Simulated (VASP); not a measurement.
# Nb (P6_3/mmc) in VASP: notebook

Runs on Nb. Level: PBEsol. Tasks: single point.

Program: VASP 6.6.1. These are calculated values, not measurements. Logs are shortened: lines on timing, memory, paths and dates and some standing lists are left out, and cuts for length are marked.

**1. The cell of the first run**

Symmetry: P6_3/mmc, No. 194, hexagonal system. The conventional cell has a = 4.524 Å, b = 4.524 Å, c = 4.621 Å, α = 90.00°, β = 90.00°, γ = 120.00°. Nb (site symmetry -6m2) has 5 Nb at 2.31 to 2.61 Å within 3.1 Å. Within 3.5 Å of Nb (site symmetry -6m2) lie 15 Nb at 2.61 to 3.49 Å.

This isn't the form of Nb at room conditions, which is bcc.

**2. Single point, PBEsol**

INCAR reads:

```
SYSTEM = Nb
PREC = Accurate ; ENCUT = 520
EDIFF = 1E-6 ; ISMEAR = 0
SIGMA = 0.1 ; LREAL = .FALSE.
LASPH = .TRUE. ; NELM = 100
ALGO = Normal ; ISIF = 2
LWAVE = .FALSE. ; LCHARG = .TRUE.
GGA = PS ; LELF = .TRUE.
LVHAR = .TRUE. ; NBANDS = 34
```

KPOINTS reads:

```
Automatic mesh
0
G
  6 6 2
  0 0 0
```

POSCAR reads:

```
Nb
1.0
    4.5240650135      0.0000000000      0.0000000000
   -2.2620325067      3.9179552301      0.0000000000
    0.0000000000      0.0000000000      4.6213189803
Nb
4
Direct
    0.0000000000      0.0000000000      0.2500000000
    0.0000000000      0.0000000000      0.7500000000
    0.3333333333      0.6666666667      0.7500000000
    0.6666666667      0.3333333333      0.2500000000
```

Potentials or basis: VASP PAW PBE potentials, release 64 (Nb_sv).

Command:

```console
cat potpaw_PBE.64/Nb_sv/POTCAR > POTCAR
mpirun -np 1 vasp_std > vasp.out
```

OUTCAR:

```text
SYSTEM = Nb
   PREC = Accurate
   ENCUT = 520
   EDIFF = 1E-6
   ISMEAR = 0
   LREAL = .FALSE.
   LASPH = .TRUE.
   NELM = 100
   ISIF = 2
   GGA = PS

 ion  position               nearest neighbor table
   1  0.000  0.000  0.250-   2 2.31   2 2.31   4 2.61   4 2.61   4 2.61
   2  0.000  0.000  0.750-   1 2.31   1 2.31   3 2.61   3 2.61   3 2.61
   3  0.333  0.667  0.750-   2 2.61   2 2.61   2 2.61
   4  0.667  0.333  0.250-   1 2.61   1 2.61   1 2.61

  LATTYP: Found a hexagonal cell.
 ALAT       =     4.5240650135
 C/A-ratio  =     1.0214970312

  Lattice vectors:

 A1 = (   4.5240650135,   0.0000000000,   0.0000000000)
 A2 = (  -2.2620325067,   3.9179552301,   0.0000000000)
 A3 = (   0.0000000000,   0.0000000000,   4.6213189803)

Analysis of symmetry for initial positions (statically):
=====================================================================
 Subroutine PRICEL returns:
 Original cell was already a primitive cell.

 Routine SETGRP: Setting up the symmetry group for a
 hexagonal supercell.

 Subroutine GETGRP returns: Found 24 space group operations
 (whereof 12 operations were pure point group operations)
 out of a pool of 24 trial point group operations.

The static configuration has the point symmetry D_3d.
 The point group associated with its full space group is D_6h.

Analysis of symmetry for dynamics (positions and initial velocities):
=====================================================================
 Subroutine PRICEL returns:
 Original cell was already a primitive cell.

 Routine SETGRP: Setting up the symmetry group for a
 hexagonal supercell.

 Subroutine GETGRP returns: Found 24 space group operations
 (whereof 12 operations were pure point group operations)
 out of a pool of 24 trial point group operations.

The dynamic configuration has the point symmetry D_3d.
 The point group associated with its full space group is D_6h.

 Subroutine INISYM returns: Found 24 space group operations
 (whereof 12 operations are pure point group operations),
 and found     1 'primitive' translations

----------------------------------------------------------------------------------------

                                     Primitive cell

  volume of cell :      81.9133

  direct lattice vectors                    reciprocal lattice vectors
     4.524065013  0.000000000  0.000000000     0.221040148  0.127617589  0.000000000
    -2.262032507  3.917955230  0.000000000     0.000000000  0.255235178  0.000000000
     0.000000000  0.000000000  4.621318980     0.000000000  0.000000000  0.216388439

  length of vectors
     4.524065013  4.524065014  4.621318980     0.255235178  0.255235178  0.216388439

  position of ions in fractional coordinates (direct lattice)
     0.000000000  0.000000000  0.250000000
     0.000000000  0.000000000  0.750000000
     0.333333333  0.666666667  0.750000000
     0.666666667  0.333333333  0.250000000

  ion indices of the primitive-cell ions
   primitive index   ion index
                 1           1
                 2           2
                 3           3
                 4           4

----------------------------------------------------------------------------------------

 KPOINTS: Automatic mesh

Automatic generation of k-mesh.
 Grid dimensions read from file:
 generate k-points for:    6    6    2

 Generating k-lattice:

  Cartesian coordinates                     Fractional coordinates (reciprocal lattice)
     0.036840025  0.021269598  0.000000000     0.166666667  0.000000000  0.000000000
     0.000000000  0.042539196  0.000000000     0.000000000  0.166666667  0.000000000
     0.000000000  0.000000000  0.108194219     0.000000000  0.000000000  0.500000000

  Length of vectors
     0.042539196  0.042539196  0.108194219

  Shift w.r.t. Gamma in fractional coordinates (k-lattice)
     0.000000000  0.000000000  0.000000000

 Subroutine IBZKPT returns following result:
 ===========================================

 Found     14 irreducible k-points:

 Following reciprocal coordinates:
            Coordinates               Weight
  0.000000  0.000000  0.000000      1.000000
  0.166667  0.000000  0.000000      6.000000
  0.333333  0.000000  0.000000      6.000000
  0.500000  0.000000  0.000000      3.000000
  0.166667  0.166667  0.000000      6.000000
  0.333333  0.166667  0.000000     12.000000
  0.333333  0.333333  0.000000      2.000000
  0.000000  0.000000  0.500000      1.000000
  0.166667  0.000000  0.500000      6.000000
  0.333333  0.000000  0.500000      6.000000
  0.500000  0.000000  0.500000      3.000000
  0.166667  0.166667  0.500000      6.000000
  0.333333  0.166667  0.500000     12.000000
  0.333333  0.333333  0.500000      2.000000
   k-points           NKPTS =     14   k-points in BZ     NKDIM =     14   number of bands    NBANDS=     34
   number of dos      NEDOS =    301   number of ions     NIONS =      4
   total plane-waves  NPLWV =  46656
   dimension x,y,z NGX =    36 NGY =   36 NGZ =   36
   dimension x,y,z NGXF=    72 NGYF=   72 NGZF=   72
   ions per type =               4
   NGX,Y,Z   is equivalent  to a cutoff of  13.23, 13.23, 12.95 a.u.
   NGXF,Y,Z  is equivalent  to a cutoff of  26.46, 26.46, 25.90 a.u.
 SYSTEM =  Nb
   PREC   = accura    normal or accurate (medium, high low for compatibility)
   ISTART =      0    job   : 0-new  1-cont  2-samecut
   ICHARG =      2    charge: 1-file 2-atom 10-const
   ISPIN  =      1    spin polarized calculation?
   LNONCOLLINEAR =      F non collinear calculations
   LSORBIT =      F    spin-orbit coupling
   LASPH  =      T    aspherical Exc in radial PAW
   ENCUT  =  520.0 eV  38.22 Ry    6.18 a.u.   8.41  8.41  8.59*2*pi/ulx,y,z
   NELM   =    100;   NELMIN=  2; NELMDL= -5     # of ELM steps
   EDIFF  = 0.1E-05   stopping-criterion for ELM
   LREAL  =      F    real-space projection
   EDIFFG = 0.1E-04   stopping-criterion for IOM
   NSW    =      0    number of steps for IOM
   IBRION =     -1    ionic relax: 0-MD 1-quasi-New 2-CG
   NFREE  =      0    steps in history (QN), initial steepest desc. (CG)
   ISIF   =      2    stress and relaxation
   ISYM   =      2    0-nonsym 1-usesym 2-fastsym
   POTIM  = 0.5000    time-step for ionic-motion
   TEBEG  =    0.0;   TEEND  =   0.0 temperature during run
   PSTRESS=    0.0 pullay stress
   NELECT =      52.0000    total number of electrons
   NUPDOWN=      -1.0000    fix difference up-down
   EMIN   =  10.00;   EMAX   =-10.00  energy-range for DOS
   EFERMI =   0.00;   METHOD = LEGACY
   ISMEAR =     0;   SIGMA  =   0.10  broadening in eV -4-tet -1-fermi 0-gaus
   EFERMI_NEDOS =   21; number of points for ismear=-14 and -15
   IALGO  =     38    algorithm
   IMIX   =      4    mixing-type and parameters
     AMIX     =   0.40;   BMIX     =  1.00
     AMIX_MAG =   1.60;   BMIX_MAG =  1.00
  volume/ion in A,a.u.               =      20.48       138.19
  Fermi-wavevector in a.u.,A,eV,Ry     =   1.406991  2.658827 26.934400  1.979623
  Thomas-Fermi vector in A             =   2.529295
   LORBIT       =      0    0 simple, 1 ext, 2 COOP (PROOUT), +10 PAW based schemes
   GGA     = PS    functional components
   LHFCALC =     F    Hartree Fock is set to
   AEXX    =    0.0000 exact exchange contribution
   IVDW    =     0    specifies the selected vdW correction
   LEPSILON=     F    determine dielectric tensor
   LRPA    =     F    only Hartree local field effects (RPA)
 non-spin polarized calculation
 Gauss-broadening in eV      SIGMA  =   0.10
  energy-cutoff  :      520.00
  volume of cell :       81.91
 maximum number of plane-waves:      2238
 NGX is ok and might be reduce to    36
   NGX = 17   NGY = 17   NGZ = 17

 number of electron      51.9999992 magnetization

 Free energy of the ion-electron system (eV)
  ---------------------------------------------------
  ext. energy  EPLUGINS =         0.00000000
  ---------------------------------------------------
  free energy    TOTEN  =       -38.05618497 eV

  energy without entropy =      -38.04253199  energy(sigma->0) =      -38.04935848

 E-fermi :   9.4916     XC(G=0): -11.7606

 val. band max:        9.4877657782   @ k =   0.1667   0.0000   0.0000
 cond. band min:       9.5680883225   @ k =   0.0000   0.0000   0.5000
 fundamental gap:      0.0803225443
 Fermi energy:         9.4916287531

 k-point     1 :       0.0000    0.0000    0.0000
  band No.  band energies     occupation
      1     -45.4845      2.00000
      2     -45.3269      2.00000
      3     -45.0394      2.00000
      4     -44.2485      2.00000
      5     -23.6523      2.00000
      6     -21.8994      2.00000
[... 26 lines left out ...]
     33      11.7273      0.00000
     34      12.6387      0.00000

 k-point     2 :       0.1667    0.0000    0.0000
  band No.  band energies     occupation
      1     -45.4598      2.00000
      2     -45.3212      2.00000
      3     -45.0642      2.00000
      4     -44.2572      2.00000
      5     -23.6469      2.00000
      6     -21.9512      2.00000
[... 26 lines left out ...]
     33      12.4889      0.00000
     34      12.5340      0.00000

 k-point     3 :       0.3333    0.0000    0.0000
  band No.  band energies     occupation
      1     -45.3959      2.00000
      2     -45.3112      2.00000
      3     -45.1263      2.00000
      4     -44.2749      2.00000
      5     -23.6360      2.00000
      6     -22.0335      2.00000
[... 26 lines left out ...]
     33      12.8307      0.00000
     34      13.5249      0.00000
[... 334 lines left out ...]
 k-point    13 :       0.3333    0.1667    0.5000
  band No.  band energies     occupation
      1     -45.3149      2.00000
      2     -45.3149      2.00000
      3     -44.7639      2.00000
      4     -44.7639      2.00000
      5     -21.9052      2.00000
      6     -21.9052      2.00000
[... 26 lines left out ...]
     33      12.5844      0.00000
     34      12.6522      0.00000

 k-point    14 :       0.3333    0.3333    0.5000
  band No.  band energies     occupation
      1     -45.3065      2.00000
      2     -45.3065      2.00000
      3     -44.7729      2.00000
      4     -44.7729      2.00000
      5     -21.9452      2.00000
      6     -21.9452      2.00000
[... 26 lines left out ...]
     33      12.6352      0.00000
     34      12.6398      0.00000

------------------------ aborting loop because EDIFF is reached ----------------------------------------

  FORCE on cell =-STRESS in cart. coord.  units (eV):
  Direction    XX          YY          ZZ          XY          YZ          ZX
  --------------------------------------------------------------------------------------
  -------------------------------------------------------------------------------------
  Total       -0.0752119     -0.0752119     -0.0092139     -0.0000000     -0.0000000      0.0000000
  in kB       -1.4711029     -1.4711029     -0.1802183     -0.0000000     -0.0000000      0.0000000
  external PRESSURE =      -1.0408081 kB  Pullay stress =       0.0000000 kB

 VOLUME and BASIS-vectors are now :
 -----------------------------------------------------------------------------
  energy-cutoff  :      520.00
  volume of cell :       81.91
      direct lattice vectors                 reciprocal lattice vectors
     4.524065013  0.000000000  0.000000000     0.221040148  0.127617589  0.000000000
    -2.262032507  3.917955230  0.000000000     0.000000000  0.255235178  0.000000000
     0.000000000  0.000000000  4.621318980     0.000000000  0.000000000  0.216388439

 POSITION                                       TOTAL-FORCE (eV/Angst)
 -----------------------------------------------------------------------------------
      0.00000      0.00000      1.15533        -0.000000     -0.000000     -0.000000
      0.00000      0.00000      3.46599        -0.000000      0.000000     -0.000000
     -0.00000      2.61197      3.46599        -0.000000     -0.000000      0.000000
      2.26203      1.30599      1.15533         0.000000      0.000000     -0.000000
 -----------------------------------------------------------------------------------
    total drift:                               -0.000000      0.000000     -0.000000

  FREE ENERGIE OF THE ION-ELECTRON SYSTEM (eV)
  ---------------------------------------------------
  free  energy   TOTEN  =       -38.0561849657 eV

  energy  without entropy=      -38.0425319933  energy(sigma->0) =      -38.04935848
```

Wall time 32 s (1 thread of AMD EPYC 9R45 (Zen 5), shared host); peak memory 0.17 GiB.

Results:

```yaml
Free_energy: -38.0562 eV
Pressure: -0.1 GPa
Band_gap_on_the_k_mesh: zero (bands 26 and 27 overlap by 0.43 eV)
```

Levels at points of the mesh, in eV from the Fermi level:
| k point | band 24 | band 25 | band 26 | band 27 | band 28 | band 29 |
| --- | --- | --- | --- | --- | --- | --- |
| (0.00, 0.00, 0.00) | -0.51 | -0.51 | -0.19 | -0.19 | 0.81 | 0.81 |
| (0.50, 0.00, 0.00) | -0.95 | -0.75 | -0.55 | -0.34 | 0.44 | 1.66 |
| (0.00, 0.00, 0.50) | 0.08 | 0.08 | 0.08 | 0.27 | 0.27 | 1.42 |
| (0.50, 0.00, 0.50) | -1.12 | -1.04 | -1.04 | 0.29 | 0.29 | 1.68 |

Caveat: the k points lie up to 0.68 Å⁻¹ apart; the PAW data sets were made with another functional, which shifts forces and pressure a little.

**3. Single point, PBEsol**

This run uses another cell than the first one, of 20.77 Å³/atom.

INCAR reads:

```
SYSTEM = Nb
ALGO     = Fast           ! electronic algorithm
EDIFF    = 1E-6           ! SCF threshold, eV
ENCUT    = 520            ! plane-wave cutoff, eV
GGA      = PS             ! functional
ISIF     = 2              ! what is computed and relaxed
ISMEAR   = 0              ! smearing method
LASPH    = .True.         ! aspherical terms in the spheres
LCHARG   = .False.        ! write CHGCAR
LREAL    = .False.        ! projectors in reciprocal space
LWAVE    = .False.        ! write WAVECAR
NBANDS   = 34             ! bands
NELM     = 80             ! most SCF steps
PREC     = Accurate       ! precision mode
SIGMA    = 0.1            ! smearing width, eV
```

KPOINTS reads:

```
k-points
0
Gamma
  6 6 4
  0 0 0
```

POSCAR reads:

```
Nb
1.0
    4.4965652776      0.0000000000      0.0000000000
   -2.2482826388      3.8941397602      0.0000000000
    0.0000000000      0.0000000000      4.7444410818
Nb
4
Direct
    0.0000000000      0.0000000000      0.2500000000
    0.0000000000      0.0000000000      0.7500000000
    0.3333333333      0.6666666667      0.7500000000
    0.6666666667      0.3333333333      0.2500000000
```

Potentials or basis: VASP PAW PBE potentials, release 64 (Nb_sv).

Command:

```console
cat potpaw_PBE.64/Nb_sv/POTCAR > POTCAR
mpirun -np 1 vasp_std > vasp.out
```

It took 1.8 min on 1 thread of AMD EPYC 9R45 (Zen 5), shared host; peak memory 0.19 GiB.

Results (log left out):

```
Free energy            : -38.1998 eV
Pressure               : 0.0 GPa
Band gap on the k mesh : zero (bands 26 and 27 overlap by 0.72 eV)
```

Levels at points of the mesh, in eV from the Fermi level:
| k point | band 24 | band 25 | band 26 | band 27 | band 28 | band 29 |
| --- | --- | --- | --- | --- | --- | --- |
| (0.00, 0.00, 0.00) | -0.45 | -0.45 | -0.10 | -0.10 | 0.88 | 0.88 |
| (0.50, 0.00, 0.00) | -0.94 | -0.76 | -0.54 | -0.22 | 0.40 | 1.91 |
| (0.00, 0.00, 0.50) | 0.12 | 0.26 | 0.26 | 0.26 | 0.26 | 1.46 |
| (0.50, 0.00, 0.50) | -1.05 | -0.89 | -0.89 | 0.26 | 0.26 | 1.73 |

Caveat: the PAW data sets were made with another functional, which shifts forces and pressure a little.

The gap in the log of VASP goes by the Fermi energy; the results here count the filled bands.